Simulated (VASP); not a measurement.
A run of VASP 6.6.1:

INCAR

```
SYSTEM = KF
PREC     = Accurate       ! precision mode
ENCUT    = 520            ! plane-wave cutoff, eV
EDIFF    = 1E-7           ! SCF threshold, eV
ISMEAR   = 0              ! smearing method
SIGMA    = 0.02           ! smearing width, eV
LREAL    = .False.        ! projectors in reciprocal space
LASPH    = .True.         ! aspherical terms in the spheres
NELM     = 100            ! most SCF steps
ALGO     = Normal         ! electronic algorithm
ISIF     = 2              ! what is computed and relaxed
LWAVE    = .False.        ! write WAVECAR
LCHARG   = .False.        ! write CHGCAR
GGA      = PE             ! functional
NBANDS   = 24             ! bands
```

The input KPOINTS:

```
regular mesh
0
Gamma
  9 9 6
  0 0 0
```

Contents of POSCAR:

```
KF
1.0
    3.7398640392      0.0000000000      0.0000000000
   -1.8699320196      3.2388172647      0.0000000000
    0.0000000000      0.0000000000      6.5506165340
K F
2 2
Direct
    0.0000000000      0.0000000000      0.0000000000
    0.3333333333      0.6666666667      0.5000000000
    0.6666666667      0.3333333333      0.2500000000
    0.6666666667      0.3333333333      0.7500000000
```

Potentials or basis: VASP PAW PBE potentials, release 64 (K_sv, F).

The run is started by

```bash
$ cat potpaw_PBE.64/K_sv/POTCAR potpaw_PBE.64/F/POTCAR > POTCAR
$ mpirun -np 1 vasp_std > vasp.out
```

Hardware: 1 thread of AMD EPYC 7R43 64-Core Processor (Zen 3) (shared host).

Q: Estimate the wall time of this run.

A: Wall time 2.5 min on 1 thread of AMD EPYC 7R43 64-Core Processor (Zen 3), with other jobs on the host, peak memory 0.18 GiB. Counts: scf iterations 18, k points 48.
